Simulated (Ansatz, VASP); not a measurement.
## One calculation of GaP, two programs

Contents of POSCAR:

```
GaP
1.0
    0.0000000000      2.7252500963      2.7252500963
    2.7252500963      0.0000000000      2.7252500963
    2.7252500963      2.7252500963      0.0000000000
Ga P
1 1
Direct
    0.0000000000      0.0000000000      0.0000000000
    0.7500000000      0.7500000000      0.7500000000
```

Contents of INCAR.step1:

```
SYSTEM = GaP
PREC = Accurate
ENCUT = 520
EDIFF = 1E-5
ISMEAR = 0
SIGMA = 0.05
LREAL = .FALSE.
LASPH = .TRUE.
NELM = 80
ALGO = Normal
ISIF = 2
LWAVE = .TRUE.
NBANDS = 16
GGA = PE
```

The input INCAR.step2:

```
SYSTEM = GaP
PREC = Accurate
ENCUT = 520
EDIFF = 1E-6
ISMEAR = 0
SIGMA = 0.05
LREAL = .FALSE.
LASPH = .TRUE.
NELM = 80
ALGO = Normal
ISIF = 2
LWAVE = .FALSE.
LCHARG = .TRUE.
GGA = PE
LHFCALC = .TRUE.
AEXX = 0.25
PRECFOCK = Normal
LELF = .TRUE.
LVHAR = .TRUE.
NBANDS = 16
ISTART = 1
```

File KPOINTS:

```
Automatic mesh
0
G
  4 4 4
  0 0 0
```

Input for Ansatz:

```yaml
crystal:
  lattice:
    - [0.0, 2.7252500963, 2.7252500963]
    - [2.7252500963, 0.0, 2.7252500963]
    - [2.7252500963, 2.7252500963, 0.0]
  atoms:
    - { symbol: Ga, position: [0.0, 0.0, 0.0] }
    - { symbol: P, position: [0.75, 0.75, 0.75] }
basis:
  ecutwfc: 420
  ecutrho_ratio: 4
kpoints:
  mp_grid: { grid: [4, 4, 4] }
hamiltonian:
  xc: pbe0
scf:
  occupations: { method: gaussian, width: 0.05 }
  n_extra_bands: 9
output:
  forces: true
  stress: true
  eigenvalues: true
  populations: true
  dos: { projected: true, de: 0.02 }
```

Alike in both runs: task single point; functional PBE0; k mesh 4 × 4 × 4; occupations gaussian, width 0.05 eV; no spin polarisation.

|  | VASP | Ansatz |
| --- | --- | --- |
| version | VASP 6.6.1 | Ansatz 0.2.0 |
| potentials or method | VASP PAW PBE potentials, release 64 (Ga_d, P), cutoff 520 eV | scalar-relativistic, plane waves, PAW |
| valence electrons in the cell | 18 | 18 |

|  | VASP | Ansatz | Ansatz less VASP |
| --- | --- | --- | --- |
| gap on the k mesh at the Fermi level (eV) | 3.04 | 2.99 | -0.047 |
| least direct gap on the mesh (eV) | 3.58 | 3.53 | -0.047 |
| pressure (GPa) | 0.7 | 0.9 | +0.24 |

Ansatz's warnings: stress exchange threshold loose, stress scf threshold loose.

The k mesh is coarse, so the values compare programs but aren't converged.
